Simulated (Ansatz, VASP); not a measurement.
# Ni: VASP beside Ansatz

```
Ni
1.0
     2.36694    0.00000    0.00000
     0.00000    2.36694    0.00000
     0.00000    0.00000    2.36694
Ni
1
Direct
  0.00000 0.00000 0.00000
```

Alike in both runs: functional BLYP; k mesh 14 × 14 × 14; occupations fermi-dirac, width 0.1 eV; no spin polarisation.

Ansatz relaxed the structure, and its values are those at the end. VASP's run is a single point on that final structure, the one shown.

|  | VASP | Ansatz |
| --- | --- | --- |
| version | VASP 6.6.1 | Ansatz 0.2.0 |
| potentials or method | VASP PAW PBE potentials, release 64 (Ni), cutoff 520 eV | plane waves (420 eV) with PAW, scalar-relativistic |
| valence electrons in the cell | 10 | 18 |

|  | VASP | Ansatz | Ansatz less VASP |
| --- | --- | --- | --- |
| pressure (GPa) | 0.1 | 0.0 | -0.09 |

VASP's potentials were made for PBE, not for BLYP. The functional is the same, so the differences come from potentials, cutoffs and numerics. VASP's potentials hold 10 valence electrons a cell and Ansatz's 18, so a difference there can come from the potentials and not from the codes.
